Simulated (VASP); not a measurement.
**HgTe: single point with LDA**

Crystal: HgTe.

```
CELL_PARAMETERS angstrom
-3.04560 3.04560 1.55941
3.04560 -3.04560 1.55941
3.04560 3.04560 -1.55941
ATOMIC_POSITIONS crystal
Hg 0.25000 0.75000 0.50000
Te 0.00000 0.00000 0.00000
```

```yaml
Program: VASP 6.6.1
Task: single point
Functional: LDA
Potentials_or_basis: VASP PAW LDA potentials, release 64 (Hg, Te)
Cutoff: 500 eV
k_mesh: 6 × 6 × 6
Occupations: gaussian, width 0.1 eV
Spin: no spin polarisation
```

* Pressure: -4.6 GPa
* Band gap on the k mesh: zero (bands 9 and 10 overlap by 3.84 eV)

Stress tensor (GPa, compression positive):
```
-4.56  0.00  0.00
 0.00 -4.56  0.00
 0.00  0.00 -4.70
```

Levels at points of the mesh, in eV from the Fermi level:
```
           k point  band 7  band 8  band 9  band 10  band 11  band 12
(0.00, 0.00, 0.00)   -3.65   -2.65   -2.65     3.07     4.45     6.69
(0.50, 0.00, 0.00)   -4.79   -2.12   -1.29    -0.31     3.01     3.59
(0.50, 0.50, 0.00)   -6.17   -1.11    1.28     1.75     2.57     3.18
(0.50, 0.50, 0.50)   -4.52   -4.51   -4.51     2.76     7.03     7.76
```

Wall time 29 s on 1 thread of AMD EPYC 7R43 64-Core Processor (Zen 3), with other jobs on the host, peak memory 0.15 GiB.

Caveat: the k points lie up to 0.38 Å⁻¹ apart, too coarse for converged energies and pressures of a metal; spin-orbit coupling is left out, which moves the levels of the heavy elements.
